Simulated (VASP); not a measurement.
Input of a VASP 6.6.1 run:

The input INCAR:

```
SYSTEM = Fe
  PREC = Accurate
  ENCUT = 600
  EDIFF = 1E-6
  ISMEAR = -1
  SIGMA = 0.05
  LREAL = .False.
  LASPH = .True.
  NELM = 200
  ALGO = Normal
  ISIF = 2
  LWAVE = .False.
  LCHARG = .False.
  ISPIN = 2
  MAGMOM = 0.4
  LORBIT = 11
  LMAXMIX = 4
  GGA = PE
  NBANDS = 14
  GGA_COMPAT = .False.
```

File KPOINTS:

```
Automatic mesh
0
Gamma
  13 13 13
  0 0 0
```

The input POSCAR:

```
Fe
1.0
   -1.4475000000      1.4475000000      1.4475000000
    1.4475000000     -1.4475000000      1.4475000000
    1.4475000000      1.4475000000     -1.4475000000
Fe
1
Direct
    0.0000000000      0.0000000000      0.0000000000
```

Potentials or basis: VASP PAW PBE potentials, release 64 (Fe).

Run with:

```bash
$ cat potpaw_PBE.64/Fe/POTCAR > POTCAR
$ mpirun -np 1 vasp_std > vasp.out
```

Predict the pressure.

-10.0 GPa.

Predict the net moment.

2.32 μB per cell.

What does it give for the site moments?

Fe +2.33 μB.
